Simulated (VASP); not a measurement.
# HfMo (Cmmm) in VASP: relaxation of cell and atoms with PBE

Aim: the relaxation of cell and atoms of HfMo with PBE.

Everything below comes from runs of VASP 6.6.1. Logs are shortened: lines on timing, memory, paths and dates and some standing lists are left out, and cuts for length are marked.

## (1) The cell of the first run

The structure is orthorhombic, space group Cmmm (No. 65). Conventional cell: a = 3.342 Å, b = 4.945 Å, c = 4.447 Å, α = 90.00°, β = 90.00°, γ = 90.00°. Within 3.7 Å of Hf (site symmetry mmm) lie 8 Mo at 2.78 to 3.33 Å and 6 Hf at 2.98 to 3.34 Å. Within 3.7 Å of Mo (site symmetry mmm) lie 8 Hf at 2.78 to 3.33 Å and 6 Mo at 2.98 to 3.34 Å.

## (2) Relaxation of cell and atoms, PBE

INCAR reads:

```
PREC = Accurate
ENCUT = 600
EDIFF = 1E-7
ISMEAR = 0
SIGMA = 0.1
LREAL = F
LASPH = T
NELM = 60
ALGO = Fast
ISIF = 3
LWAVE = F
LCHARG = F
GGA = PE
IBRION = 2
NSW = 100
EDIFFG = -0.01
```

KPOINTS reads:

```
regular mesh
0
Gamma
  20 20 12
```

POSCAR reads:

```
HfMo
1.0
    1.6712035000     -2.4724670000      0.0000000000
    1.6712035000      2.4724670000      0.0000000000
    0.0000000000      0.0000000000      4.4470110000
Hf Mo
1 1
Direct
    0.0000000000      0.0000000000      0.0000000000
    0.5000000000      0.5000000000      0.5000000000
```

Potentials or basis: VASP PAW PBE potentials, release 64 (Hf_pv, Mo_sv).

Run with:

```bash
> cat potpaw_PBE.64/Hf_pv/POTCAR potpaw_PBE.64/Mo_sv/POTCAR > POTCAR
> mpirun -np 1 vasp_std > vasp.out
```

OUTCAR:

```text
PREC = Accurate
   ENCUT = 600
   EDIFF = 1E-7
   ISMEAR = 0
   LREAL = F
   LASPH = T
   NELM = 60
   ISIF = 3
   GGA = PE
   IBRION = 2
   NSW = 100
   EDIFFG = -0.01

 ion  position               nearest neighbor table
   1  0.000  0.000  0.000-   2 2.78   2 2.78   2 2.78   2 2.78   2 3.33   2 3.33   2 3.33   2 3.33

   2  0.500  0.500  0.500-   1 2.78   1 2.78   1 2.78   1 2.78   1 3.33   1 3.33   1 3.33   1 3.33

  LATTYP: Found a base centered orthorhombic cell.
 ALAT       =     3.3424070000
 B/A-ratio  =     1.4794529810
 C/A-ratio  =     1.3304815960

  Lattice vectors:

 A1 = (   1.6712035000,  -2.4724670000,   0.0000000000)
 A2 = (   1.6712035000,   2.4724670000,   0.0000000000)
 A3 = (   0.0000000000,   0.0000000000,   4.4470110000)

Analysis of symmetry for initial positions (statically):
=====================================================================
 Subroutine PRICEL returns:
 Original cell was already a primitive cell.

 Routine SETGRP: Setting up the symmetry group for a
 base centered orthorhombic supercell.

 Subroutine GETGRP returns: Found  8 space group operations
 (whereof  8 operations were pure point group operations)
 out of a pool of  8 trial point group operations.

The static configuration has the point symmetry D_2h.

Analysis of symmetry for dynamics (positions and initial velocities):
=====================================================================
 Subroutine PRICEL returns:
 Original cell was already a primitive cell.

 Routine SETGRP: Setting up the symmetry group for a
 base centered orthorhombic supercell.

 Subroutine GETGRP returns: Found  8 space group operations
 (whereof  8 operations were pure point group operations)
 out of a pool of  8 trial point group operations.

The dynamic configuration has the point symmetry D_2h.

 Subroutine INISYM returns: Found  8 space group operations
 (whereof  8 operations are pure point group operations),
 and found     1 'primitive' translations

----------------------------------------------------------------------------------------

                                     Primitive cell

  volume of cell :      36.7501

  direct lattice vectors                    reciprocal lattice vectors
     1.671203500 -2.472467000  0.000000000     0.299185587 -0.202227168  0.000000000
[... 96 lines left out ...]
   PSTRESS=    0.0 pullay stress
   NELECT =      24.0000    total number of electrons
   NUPDOWN=      -1.0000    fix difference up-down
   EMIN   =  10.00;   EMAX   =-10.00  energy-range for DOS
   EFERMI =   0.00;   METHOD = LEGACY
   ISMEAR =     0;   SIGMA  =   0.10  broadening in eV -4-tet -1-fermi 0-gaus
   EFERMI_NEDOS =   21; number of points for ismear=-14 and -15
   IALGO  =     68    algorithm
   IMIX   =      4    mixing-type and parameters
     AMIX     =   0.40;   BMIX     =  1.00
     AMIX_MAG =   1.60;   BMIX_MAG =  1.00
  volume/ion in A,a.u.               =      18.38       124.00
  Fermi-wavevector in a.u.,A,eV,Ry     =   1.420341  2.684055 27.447958  2.017368
  Thomas-Fermi vector in A             =   2.541266
   LORBIT       =      0    0 simple, 1 ext, 2 COOP (PROOUT), +10 PAW based schemes
   GGA     = PE    functional components
   LHFCALC =     F    Hartree Fock is set to
   AEXX    =    0.0000 exact exchange contribution
   IVDW    =     0    specifies the selected vdW correction
   LEPSILON=     F    determine dielectric tensor
   LRPA    =     F    only Hartree local field effects (RPA)
 conjugate gradient relaxation of ions
 non-spin polarized calculation
 RMM-DIIS sequential band-by-band and
 Gauss-broadening in eV      SIGMA  =   0.10
  energy-cutoff  :      600.00
  volume of cell :       36.75
 maximum number of plane-waves:      1256
   NGX = 11   NGY = 11   NGZ = 17

--------------------------------------- Ionic step        1  -------------------------------------------

 number of electron      23.9999998 magnetization

 Free energy of the ion-electron system (eV)
  ---------------------------------------------------
  ext. energy  EPLUGINS =         0.00000000
  ---------------------------------------------------
  free energy    TOTEN  =       -20.69776501 eV

  energy without entropy =      -20.68709503  energy(sigma->0) =      -20.69243002

------------------------ aborting loop because EDIFF is reached ----------------------------------------

  FORCE on cell =-STRESS in cart. coord.  units (eV):
  Direction    XX          YY          ZZ          XY          YZ          ZX
  --------------------------------------------------------------------------------------
  -------------------------------------------------------------------------------------
  Total        0.0843628     -0.2329924      0.0809188      0.0000000      0.0000000      0.0000000
  in kB        3.6779291    -10.1576759      3.5277831      0.0000000      0.0000000      0.0000000
  external PRESSURE =      -0.9839879 kB  Pullay stress =       0.0000000 kB
[... 131 lines left out ...]
--------------------------------------- Ionic step        5  -------------------------------------------

 number of electron      23.9999998 magnetization

 Free energy of the ion-electron system (eV)
  ---------------------------------------------------
  ext. energy  EPLUGINS =         0.00000000
  ---------------------------------------------------
  free energy    TOTEN  =       -20.69898277 eV

  energy without entropy =      -20.68818616  energy(sigma->0) =      -20.69358446

 E-fermi :   7.8259     XC(G=0): -12.3416

 val. band max:        7.8255969220   @ k =  -0.3500   0.1500   0.1667
 cond. band min:       7.8264083177   @ k =  -0.2500   0.2000   0.5000
 fundamental gap:      0.0008113957
 Fermi energy:         7.8258526061

 k-point     1 :       0.0000    0.0000    0.0000
  band No.  band energies     occupation
      1     -52.4851      2.00000
      2     -26.6516      2.00000
      3     -26.3803      2.00000
      4     -26.3043      2.00000
      5     -21.8962      2.00000
      6     -21.6772      2.00000
[... 433 lines left out ...]
      3     -26.5541      2.00000
      4     -26.3651      2.00000
      5     -22.3003      2.00000
      6     -21.8982      2.00000
[... 8 lines left out ...]
     15      10.2757      0.00000
     16      12.2188      0.00000

 [... further k-points ...]

------------------------ aborting loop because EDIFF is reached ----------------------------------------

  FORCE on cell =-STRESS in cart. coord.  units (eV):
  Direction    XX          YY          ZZ          XY          YZ          ZX
  --------------------------------------------------------------------------------------
  -------------------------------------------------------------------------------------
  Total        0.0072415     -0.0006966     -0.0057898      0.0000000      0.0000000      0.0000000
  in kB        0.3160685     -0.0304027     -0.2527060      0.0000000      0.0000000      0.0000000
  external PRESSURE =       0.0109866 kB  Pullay stress =       0.0000000 kB
[... 17 lines left out ...]
  FREE ENERGIE OF THE ION-ELECTRON SYSTEM (eV)
  ---------------------------------------------------
  free  energy   TOTEN  =       -20.6989827686 eV

  energy  without entropy=      -20.6881861606  energy(sigma->0) =      -20.69358446

 reached required accuracy - stopping structural energy minimisation
```

OSZICAR:

```text
N       E                     dE             d eps       ncg     rms          rms(c)
DAV:   1     0.182719114053E+03    0.18272E+03   -0.16057E+04 24904   0.167E+03
DAV:   2    -0.177988825266E+02   -0.20052E+03   -0.19898E+03 31608   0.419E+02
DAV:   3    -0.215656969189E+02   -0.37668E+01   -0.36677E+01 32840   0.508E+01
[... 51 lines left out ...]
RMM:   4    -0.206989727811E+02    0.44998E-04   -0.27553E-04 25748   0.136E-01    0.347E-02
RMM:   5    -0.206989786884E+02   -0.59073E-05   -0.63998E-05 28156   0.596E-02    0.255E-02
RMM:   6    -0.206989819683E+02   -0.32799E-05   -0.86603E-06 29256   0.222E-02    0.182E-02
RMM:   7    -0.206989827042E+02   -0.73586E-06   -0.24552E-06 26832   0.141E-02    0.588E-03
RMM:   8    -0.206989827686E+02   -0.64368E-07   -0.66250E-07 21596   0.693E-03
   5 F= -.20698983E+02 E0= -.20693584E+02  d E =-.295607E-04
```

CONTCAR:

```text
HfMo
   1.00000000000000
     1.6770459578480790   -2.4529705962846036    0.0000000000000000
     1.6770459578480790    2.4529705962846036    0.0000000000000000
     0.0000000000000000    0.0000000000000000    4.4616182225684300
  Hf              Mo
     1     1
Direct
     0.0000000000000000    0.0000000000000000    0.0000000000000000
     0.5000000000000000    0.5000000000000000    0.5000000000000000

  0.00000000E+00  0.00000000E+00  0.00000000E+00
  0.00000000E+00  0.00000000E+00  0.00000000E+00
```

It took 12 min on 1 thread of Intel Xeon 6975P-C (Granite Rapids), shared host; peak memory 0.69 GiB.

What came out:

```yaml
Free_energy: -20.6990 eV
Relaxed_volume: 18.35 Å³/atom
Relaxed_cell: a = 2.971 Å, b = 2.971 Å, c = 4.462 Å, α = 90.00°, β = 90.00°, γ = 111.28°
Space_group_after_relaxing_to_0.1_Å: Cmmm (No. 65)
Energy_gained_by_relaxing: 0.6 meV/atom
Ionic_steps: 5
Pressure_after_relaxing: 0.0 GPa
Band_gap_on_the_k_mesh: zero (bands 12 and 13 overlap by 2.72 eV)
```

The path:
| step | energy change (eV) | largest force (eV/Å) | pressure (GPa) | volume (Å³) |
| --- | --- | --- | --- | --- |
| 1 | 0.0000 | 0.0000 | -0.10 | 36.75 |
| 2 | -0.0011 | 0.0000 | 0.10 | 36.69 |
| 3 | -0.0012 | 0.0000 | 0.20 | 36.66 |
| 4 | -0.0011 | 0.0000 | -0.35 | 36.79 |
| 5 | -0.0012 | 0.0000 | 0.00 | 36.71 |

Final structure:
```
Hf Mo
1.0
     1.67705   -2.45297    0.00000
     1.67705    2.45297    0.00000
     0.00000    0.00000    4.46162
Hf Mo
1 1
Direct
  0.00000 0.00000 0.00000
  0.50000 0.50000 0.50000
```

Levels at points of the mesh, in eV from the Fermi level:
| k point | band 9 | band 10 | band 11 | band 12 | band 13 | band 14 | band 15 | band 16 |
| --- | --- | --- | --- | --- | --- | --- | --- | --- |
| (0.00, 0.00, 0.00) | -3.89 | -1.69 | -0.40 | 0.15 | 1.46 | 1.92 | 2.61 | 2.70 |
| (0.50, 0.00, 0.00) | -2.67 | -1.49 | -1.00 | -0.45 | 0.05 | 1.38 | 2.51 | 4.38 |
| (0.50, 0.50, 0.00) | -3.72 | -3.59 | -1.92 | 1.21 | 3.55 | 3.76 | 4.90 | 5.90 |
| (0.00, 0.00, 0.50) | -4.10 | -1.14 | -0.39 | 0.51 | 1.15 | 1.23 | 1.28 | 1.72 |
| (0.50, 0.00, 0.50) | -3.74 | -1.81 | -1.33 | 1.75 | 1.93 | 2.28 | 2.52 | 4.66 |
| (0.50, 0.50, 0.50) | -2.29 | -2.20 | -1.52 | 0.02 | 0.75 | 2.02 | 2.91 | 3.61 |

Caveat: spin-orbit coupling is left out, which moves the levels of the heavy elements.
